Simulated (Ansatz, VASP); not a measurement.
**Two plane-wave programs on MnO**

Contents of INCAR:

```
SYSTEM = MnO
PREC = Accurate ; ENCUT = 520
EDIFF = 1E-8 ; ISMEAR = 0
SIGMA = 0.05 ; LREAL = .False.
LASPH = .True. ; NELM = 150
ALGO = Normal ; ISIF = 2
LWAVE = .False. ; LCHARG = .False.
ISPIN = 2 ; MAGMOM = 4.7 -4.7 0 0
LORBIT = 11 ; LMAXMIX = 4
LDAU = .True. ; LDAUTYPE = 2
LDAUL = 2 -1 ; LDAUU = 3.9 0
LDAUJ = 0 0 ; LDAUPRINT = 1
GGA = PE ; LEFG = .True.
NBANDS = 31
```

KPOINTS

```
Automatic mesh
0
Gamma
  8 8 8
  0 0 0
```

Contents of POSCAR:

```
MnO
1.0
   -2.2116475739     -2.2116475739      4.4809287882
   -4.4809287882     -2.2116475739      2.2116475739
   -2.2116475739     -4.4809287882      2.2116475739
Mn O
2 2
Direct
    0.0000000000      0.0000000000      0.0000000000
    0.5000000000      0.5000000000      0.5000000000
    1.2499999997     -0.7500000003     -0.7500000003
    1.7500000003     -0.2499999997     -0.2499999997
```

Input for Ansatz:

```yaml
crystal:
  lattice:
    - [-2.2116475739, -2.2116475739, 4.4809287882]
    - [-4.4809287882, -2.2116475739, 2.2116475739]
    - [-2.2116475739, -4.4809287882, 2.2116475739]
  atoms:
    - { symbol: Mn, position: [0.0, 0.0, 0.0], spin: 4.7 }
    - { symbol: O, position: [1.2499999997, -0.7500000003, -0.7500000003] }
    - { symbol: Mn, position: [0.5, 0.5, 0.5], spin: -4.7 }
    - { symbol: O, position: [1.7500000003, -0.2499999997, -0.2499999997] }
basis:
  ecutwfc: 420
  ecutrho_ratio: 4
kpoints:
  mp_grid: { grid: [8, 8, 8] }
hamiltonian:
  xc: pbe
  hubbard: { sites: [{ species: Mn, l: d, u_eff: 3.9 }] }
scf:
  occupations: { method: gaussian, width: 0.05 }
  lower_state_search: "off"
output:
  forces: true
  stress: true
  eigenvalues: true
  populations: true
  hubbard: { sites: [{ species: Mn, l: d }] }
  efg:
    contact_densities: true
    quadrupole_moments_barn: { Mn: 0.33, O: -0.02558 }
magnetization:
  spin_polarized: true
checkpoint:
  read: start.run
  write: ck
  compress: false
  write_wavefunctions: false
  write_every: 100000
```

Alike in both runs: task electric field gradients; functional PBE; k mesh 8 × 8 × 8; occupations gaussian, width 0.05 eV; collinear spin; Hubbard terms Mn d U = 3.9 eV.

```csv
,VASP,Ansatz
version,VASP 6.6.1,Ansatz 0.2.0
potentials or method,"VASP PAW PBE potentials, release 64 (Mn_pv, O), cutoff 520 eV","scalar-relativistic, plane waves, PAW"
valence electrons in the cell,38,42
```

```csv
,VASP,Ansatz,Ansatz less VASP
gap on the k mesh at the Fermi level (eV),1.62,1.59,-0.028
least direct gap on the mesh (eV),2.19,2.19,+0.003
pressure (GPa),-1.5,0.0,+1.48
net moment per atom (μB),0.00,0.00,0.000
size of the moment on the site where the two differ most (μB),4.58,4.27,-0.307
```

Site moments also hang on the region over which each program counts them. The programs project onto different local orbitals, so the same U acts differently, and such runs can settle in different states. VASP's potentials hold 38 valence electrons a cell and Ansatz's 42, so a difference there can come from the potentials and not from the codes. Ansatz's warnings: stability check not made.
